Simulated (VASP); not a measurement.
# WS2 in VASP: single point with LDA

Aim: the single point of WS2 with LDA.

Program: VASP 6.6.1. These are calculated values, not measurements. Logs are shortened: lines on timing, memory, paths and dates and some standing lists are left out, and cuts for length are marked.

## (1) The cell of the first run

The cell holds a sheet with vacuum, 3 atoms: a = 3.153 Å, b = 3.153 Å, c = 30.084 Å, α = 90.00°, β = 90.00°, γ = 120.00°.

## (2) Single point, LDA, non-collinear spin, zero start, spin-orbit coupling

Input file INCAR:

```
SYSTEM = WS2
ALGO     = Normal         ! electronic algorithm
DIPOL    = 0.5 0.5 0.351
EDIFF    = 1E-7           ! SCF threshold, eV
ENCUT    = 520            ! plane-wave cutoff, eV
GGA      = CA             ! functional
GGA_COMPAT= .FALSE.      
IDIPOL   = 3            
ISIF     = 2              ! what is computed and relaxed
ISMEAR   = 0              ! smearing method
LASPH    = .TRUE.         ! aspherical terms in the spheres
LCHARG   = .FALSE.        ! write CHGCAR
LDIPOL   = .TRUE.       
LMAXMIX  = 4              ! l up to which the mixer works
LORBIT   = 11             ! projections on sites
LORBMOM  = .TRUE.       
LREAL    = .FALSE.        ! projectors in reciprocal space
LSORBIT  = .TRUE.         ! spin-orbit coupling
LWAVE    = .FALSE.        ! write WAVECAR
MAGMOM   = 0 0 0 0 0 0 0 0 0 ! initial moments
NBANDS   = 39             ! bands
NELM     = 150            ! most SCF steps
PREC     = Accurate       ! precision mode
SIGMA    = 0.01           ! smearing width, eV
```

Input file KPOINTS:

```
k-points
0
G
  12 12 1
  0 0 0
```

Input file POSCAR:

```
WS2
1.0
    3.1530000000      0.0000000000      0.0000000000
   -1.5765000000      2.7305780981      0.0000000000
    0.0000000000      0.0000000000     30.0839999998
S W
2 1
Direct
    0.6666666667      0.3333333333      0.2993896935
    0.6666666667      0.3333333333      0.4033758962
    0.3333333333      0.6666666667      0.3513827948
```

Potentials or basis: VASP PAW LDA potentials, release 64 (S, W_sv).

Run with:

```bash
$ cat potpaw_LDA.64/S/POTCAR potpaw_LDA.64/W_sv/POTCAR > POTCAR
$ mpirun -np 1 vasp_ncl > vasp.out
```

OUTCAR:

```text
SYSTEM = WS2
   EDIFF = 1E-7
   ENCUT = 520
   GGA = CA
   ISIF = 2
   ISMEAR = 0
   LASPH = .TRUE.
   LORBIT = 11
   LREAL = .FALSE.
   LSORBIT = .TRUE.
   NELM = 150
   PREC = Accurate

 ion  position               nearest neighbor table
   1  0.667  0.333  0.299-   3 2.40   3 2.40   3 2.40
   2  0.667  0.333  0.403-   3 2.40   3 2.40   3 2.40
   3  0.333  0.667  0.351-   1 2.40   1 2.40   1 2.40   2 2.40   2 2.40   2 2.40

  LATTYP: Found a hexagonal cell.
 ALAT       =     3.1530000000
 C/A-ratio  =     9.5413891531

  Lattice vectors:

 A1 = (   3.1530000000,   0.0000000000,   0.0000000000)
 A2 = (  -1.5765000000,   2.7305780981,   0.0000000000)
 A3 = (   0.0000000000,   0.0000000000,  30.0839999998)

Analysis of symmetry for initial positions (statically):
=====================================================================
 Subroutine PRICEL returns:
 Original cell was already a primitive cell.

 Routine SETGRP: Setting up the symmetry group for a
 hexagonal supercell.

 Subroutine GETGRP returns: Found 12 space group operations
 (whereof  6 operations were pure point group operations)
 out of a pool of 24 trial point group operations.

The static configuration has the point symmetry C_3v.
 The point group associated with its full space group is D_3h.

Analysis of symmetry for dynamics (positions and initial velocities):
=====================================================================
 Subroutine PRICEL returns:
 Original cell was already a primitive cell.

 Routine SETGRP: Setting up the symmetry group for a
 hexagonal supercell.

 Subroutine GETGRP returns: Found 12 space group operations
 (whereof  6 operations were pure point group operations)
 out of a pool of 24 trial point group operations.

The dynamic configuration has the point symmetry C_3v.
 The point group associated with its full space group is D_3h.

Analysis of structural, dynamic, and magnetic symmetry:
=====================================================================
 Subroutine PRICEL returns:
 Original cell was already a primitive cell.

 Routine SETGRP: Setting up the symmetry group for a
 hexagonal supercell.

 Subroutine GETGRP returns: Found 12 space group operations
 (whereof  6 operations were pure point group operations)
 out of a pool of 24 trial point group operations.

The overall configuration has the point symmetry C_3v.
 The point group associated with its full space group is D_3h.

 Subroutine INISYM returns: Found 12 space group operations
 (whereof  6 operations are pure point group operations),
 and found     1 'primitive' translations

----------------------------------------------------------------------------------------

                                     Primitive cell

  volume of cell :     259.0086

  direct lattice vectors                    reciprocal lattice vectors
     3.153000000  0.000000000  0.000000000     0.317158262  0.183111408  0.000000000
    -1.576500000  2.730578098  0.000000000     0.000000000  0.366222816  0.000000000
     0.000000000  0.000000000 30.084000000     0.000000000  0.000000000  0.033240261

  length of vectors
     3.153000000  3.153000000 30.084000000     0.366222816  0.366222816  0.033240261

  position of ions in fractional coordinates (direct lattice)
     0.666666667  0.333333333  0.299389693
     0.666666667  0.333333333  0.403375896
     0.333333333  0.666666667  0.351382795

  ion indices of the primitive-cell ions
   primitive index   ion index
                 1           1
                 2           2
                 3           3

----------------------------------------------------------------------------------------

 KPOINTS: k-points

Automatic generation of k-mesh.
 Grid dimensions read from file:
 generate k-points for:   12   12    1

 Generating k-lattice:

  Cartesian coordinates                     Fractional coordinates (reciprocal lattice)
     0.026429855  0.015259284  0.000000000     0.083333333  0.000000000  0.000000000
     0.000000000  0.030518568  0.000000000     0.000000000  0.083333333  0.000000000
     0.000000000  0.000000000  0.033240261     0.000000000  0.000000000  1.000000000

  Length of vectors
     0.030518568  0.030518568  0.033240261

  Shift w.r.t. Gamma in fractional coordinates (k-lattice)
     0.000000000  0.000000000  0.000000000

 Subroutine IBZKPT returns following result:
 ===========================================

 Found     31 irreducible k-points:
[... 70 lines left out ...]
   LORBIT       =     11    0 simple, 1 ext, 2 COOP (PROOUT), +10 PAW based schemes
   GGA     = CA    functional components
   LHFCALC =     F    Hartree Fock is set to
   AEXX    =    0.0000 exact exchange contribution
   IVDW    =     0    specifies the selected vdW correction
   LEPSILON=     F    determine dielectric tensor
   LRPA    =     F    only Hartree local field effects (RPA)
 Gauss-broadening in eV      SIGMA  =   0.01
  energy-cutoff  :      520.00
  volume of cell :      259.01
 maximum number of plane-waves:     14020
   NGX = 11   NGY = 11   NGZ =111

 number of electron      26.0000000 magnetization       0.0000000      0.0000000      0.0000000

 dipolmoment           0.000000      0.000000     -0.000002 electrons x Angstroem

 number of electron      25.9999996 magnetization      -0.0000000     -0.0000000     -0.0000000

 number of electron      25.9999996 magnetization       0.0000000     -0.0000000      0.0000000

 number of electron      25.9999996 magnetization      -0.0000000     -0.0000000      0.0000000

 dipolmoment           0.000000      0.000000      0.000001 electrons x Angstroem

 Free energy of the ion-electron system (eV)
  ---------------------------------------------------
  ext. energy  EPLUGINS =         0.00000000
  ---------------------------------------------------
  free energy    TOTEN  =       -26.91212209 eV

  energy without entropy =      -26.91212209  energy(sigma->0) =      -26.91212209

 E-fermi :  -2.9213     XC(G=0):  -2.6505

 val. band max:       -3.1482460974   @ k =   0.3333   0.3333   0.0000
 cond. band min:      -1.5139288304   @ k =   0.3333   0.3333   0.0000
 fundamental gap:      1.6343172670
 Fermi energy:        -2.9212943667

 k-point     1 :       0.0000    0.0000    0.0000
  band No.  band energies     occupation
      1     -76.8658      1.00000
      2     -76.8658      1.00000
      3     -47.2025      1.00000
      4     -47.2025      1.00000
      5     -38.5723      1.00000
      6     -38.5723      1.00000
[... 973 lines left out ...]
     37       4.3956      0.00000
     38       4.4395      0.00000

 [... further k-points ...]

 [bands above 38 left out]

------------------------ aborting loop because EDIFF is reached ----------------------------------------

 vacuum level on the upper side and lower side of the slab       (xc-potential included)        -0.007        -0.007

  FORCE on cell =-STRESS in cart. coord.  units (eV):
  Direction    XX          YY          ZZ          XY          YZ          ZX
  --------------------------------------------------------------------------------------
  -------------------------------------------------------------------------------------
  Total       -0.9784216     -0.9784216     -0.6838825      0.0000000      0.0000000      0.0000000
  in kB       -6.0523279     -6.0523279     -4.2303658      0.0000000      0.0000000      0.0000000
  external PRESSURE =      -5.4450072 kB  Pullay stress =       0.0000000 kB

 VOLUME and BASIS-vectors are now :
 -----------------------------------------------------------------------------
  energy-cutoff  :      520.00
  volume of cell :      259.01
      direct lattice vectors                 reciprocal lattice vectors
     3.153000000  0.000000000  0.000000000     0.317158262  0.183111408  0.000000000
    -1.576500000  2.730578098  0.000000000     0.000000000  0.366222816  0.000000000
     0.000000000  0.000000000 30.084000000     0.000000000  0.000000000  0.033240261

 POSITION                                       TOTAL-FORCE (eV/Angst)
 -----------------------------------------------------------------------------------
      1.57650      0.91019      9.00684        -0.000000      0.000000      0.209749
      1.57650      0.91019     12.13516         0.000000      0.000000     -0.209749
     -0.00000      1.82039     10.57100        -0.000000     -0.000000     -0.000000
 -----------------------------------------------------------------------------------
    total drift:                               -0.000000      0.000000      0.000001

  FREE ENERGIE OF THE ION-ELECTRON SYSTEM (eV)
  ---------------------------------------------------
  free  energy   TOTEN  =       -26.9121220917 eV

  energy  without entropy=      -26.9121220917  energy(sigma->0) =      -26.91212209

 vacuum level on the upper side and lower side of the slab         2.584         2.585

 orbital moment (x)

 # of ion     p       d       tot
 ----------------------------------------
  1        -0.000   0.000  -0.000
  2         0.000   0.000   0.000
  3        -0.000   0.000   0.000
 ----------------------------------------
           -0.000   0.000  -0.000

 orbital moment (y)

 # of ion     p       d       tot
 ----------------------------------------
  1         0.000   0.000   0.000
  2        -0.000   0.000  -0.000
  3        -0.000  -0.000  -0.000
 ----------------------------------------
           -0.000  -0.000  -0.000

 orbital moment (z)

 # of ion     p       d       tot
 ----------------------------------------
  1         0.000   0.000   0.000
  2         0.000   0.000   0.000
  3         0.000   0.000   0.000
 ----------------------------------------
            0.000   0.000   0.000

 Spin-Orbit-Coupling matrix elements

 Ion:    1  E_soc:     -0.0031538
 l=   1
     0.0000000    -0.0004875    -0.0006020
    -0.0004875     0.0000000    -0.0004875
    -0.0006020    -0.0004875     0.0000000
 l=   2
     0.0000000     0.0000000     0.0000000     0.0000000     0.0000000
     0.0000000     0.0000000     0.0000000     0.0000000     0.0000000
     0.0000000     0.0000000     0.0000000     0.0000000     0.0000000
     0.0000000     0.0000000     0.0000000     0.0000000     0.0000000
     0.0000000     0.0000000     0.0000000     0.0000000     0.0000000
 l=   3
     0.0000000     0.0000000     0.0000000     0.0000000     0.0000000     0.0000000     0.0000000
     0.0000000     0.0000000     0.0000000     0.0000000     0.0000000     0.0000000     0.0000000
     0.0000000     0.0000000     0.0000000     0.0000000     0.0000000     0.0000000     0.0000000
     0.0000000     0.0000000     0.0000000     0.0000000     0.0000000     0.0000000     0.0000000
[... 29 lines left out ...]
 l=   2
     0.0000000    -0.0051872     0.0000000    -0.0051872    -0.0227924
    -0.0051872     0.0000000    -0.0166493    -0.0044430    -0.0051872
     0.0000000    -0.0166493     0.0000000    -0.0166493     0.0000000
    -0.0051872    -0.0044430    -0.0166493     0.0000000    -0.0051872
    -0.0227924    -0.0051872     0.0000000    -0.0051872     0.0000000
 l=   3
     0.0000000     0.0000000     0.0000000     0.0000000     0.0000000     0.0000000     0.0000000
     0.0000000     0.0000000     0.0000000     0.0000000     0.0000000     0.0000000     0.0000000
     0.0000000     0.0000000     0.0000000     0.0000000     0.0000000     0.0000000     0.0000000
     0.0000000     0.0000000     0.0000000     0.0000000     0.0000000     0.0000000     0.0000000
     0.0000000     0.0000000     0.0000000     0.0000000     0.0000000     0.0000000     0.0000000
     0.0000000     0.0000000     0.0000000     0.0000000     0.0000000     0.0000000     0.0000000
     0.0000000     0.0000000     0.0000000     0.0000000     0.0000000     0.0000000     0.0000000

 total charge

# of ion       s       p       d       tot
------------------------------------------
    1        1.357   2.358   0.000   3.715
    2        1.357   2.358   0.000   3.715
    3        2.325   6.339   3.447  12.111
--------------------------------------------------
tot          5.039  11.055   3.447  19.541

 magnetization (x)

# of ion       s       p       d       tot
------------------------------------------
    1        0.000   0.000   0.000   0.000
    2        0.000   0.000   0.000   0.000
    3        0.000   0.000   0.000   0.000
--------------------------------------------------
tot          0.000   0.000   0.000   0.000

 magnetization (y)

# of ion       s       p       d       tot
------------------------------------------
    1       -0.000   0.000   0.000  -0.000
    2        0.000   0.000   0.000   0.000
    3        0.000   0.000  -0.000  -0.000
--------------------------------------------------
tot         -0.000   0.000  -0.000  -0.000

 magnetization (z)

# of ion       s       p       d       tot
------------------------------------------
    1        0.000   0.000   0.000   0.000
    2        0.000   0.000   0.000   0.000
    3        0.000   0.000   0.000   0.000
--------------------------------------------------
tot          0.000   0.000   0.000   0.000
```

Run time: 19 min. Hardware: 1 thread of Intel Xeon Platinum 8488C (Sapphire Rapids), shared host; peak memory 0.9 GiB.

What came out:

* Free energy: -26.9121 eV
* Largest force: 0.210 eV/Å
* Net moment: 0.00 μB per cell
* Valence electrons inside the program's atomic spheres: S 3.71; W 12.11

Forces on the atoms (eV/Å):
```
S    0.000  0.000  0.210
S    0.000  0.000 -0.210
W    0.000  0.000  0.000
```

Moments on the atoms (μB; x, y, z):
```
S   0.00 0.00 0.00
S   0.00 0.00 0.00
W   0.00 0.00 0.00
```
